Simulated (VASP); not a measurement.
Set up this calculation in VASP 6.6.1, as the native input.

* Task: single point
* Functional: r2SCAN
* Potentials or basis: VASP PAW PBE potentials, release 64 (Ir)
* Cutoff: 520 eV
* k mesh: 8 × 8 × 8
* Occupations: gaussian, width 0.1 eV
* Spin: no spin polarisation
* Dipole correction: no
* Further INCAR settings: ALGO = Normal; EDIFF = 1e-06; NBANDS = 10

Crystal: Ir.

```
Ir
1.0
     0.00000    1.91560    1.91560
     1.91560    0.00000    1.91560
     1.91560    1.91560    0.00000
Ir
1
Direct
  0.00000 0.00000 0.00000
```

These files were run (other wordings do the same):

POSCAR

```
Ir
1.0
    0.0000000000      1.9156000000      1.9156000000
    1.9156000000      0.0000000000      1.9156000000
    1.9156000000      1.9156000000      0.0000000000
Ir
1
Direct
    0.0000000000      0.0000000000      0.0000000000
```

INCAR.step1

```
PREC     = Accurate       # precision mode
ENCUT    = 520            # plane-wave cutoff, eV
ISMEAR   = 0              # smearing method
SIGMA    = 0.1            # smearing width, eV
LREAL    = F              # projectors in reciprocal space
LASPH    = T              # aspherical terms in the spheres
NELM     = 100            # most SCF steps
NBANDS   = 10             # bands
GGA      = PE             # functional
ALGO     = Normal         # electronic algorithm
EDIFF    = 1E-4           # SCF threshold, eV
LWAVE    = T              # write WAVECAR
LCHARG   = F              # write CHGCAR
```

INCAR.step2

```
PREC     = Accurate       # precision mode
ENCUT    = 520            # plane-wave cutoff, eV
EDIFF    = 1E-6           # SCF threshold, eV
ISMEAR   = 0              # smearing method
SIGMA    = 0.1            # smearing width, eV
LREAL    = F              # projectors in reciprocal space
LASPH    = T              # aspherical terms in the spheres
NELM     = 100            # most SCF steps
ALGO     = Normal         # electronic algorithm
ISIF     = 2              # what is computed and relaxed
LWAVE    = F              # write WAVECAR
LCHARG   = F              # write CHGCAR
METAGGA  = R2SCAN         # meta-GGA
LMIXTAU  = T            
NBANDS   = 10             # bands
ISTART   = 1
```

KPOINTS

```
Automatic mesh
0
Gamma
  8 8 8
```

Potentials or basis: VASP PAW PBE potentials, release 64 (Ir).

Run with:

```sh
$ cat potpaw_PBE.64/Ir/POTCAR > POTCAR
$ cp INCAR.step1 INCAR
$ mpirun -np 1 vasp_std > vasp.out
$ cp INCAR.step2 INCAR
$ mpirun -np 1 vasp_std > vasp.out
```

Results of the run:

```
Pressure : 8.0 GPa
```

Caveat: the PAW data sets were made with another functional, which shifts forces and pressure a little.

Wall time 18 s on 1 thread of Intel(R) Xeon(R) Platinum 8259CL CPU @ 2.50GHz (Skylake/Cascade Lake), with other jobs on the host, peak memory 0.13 GiB.
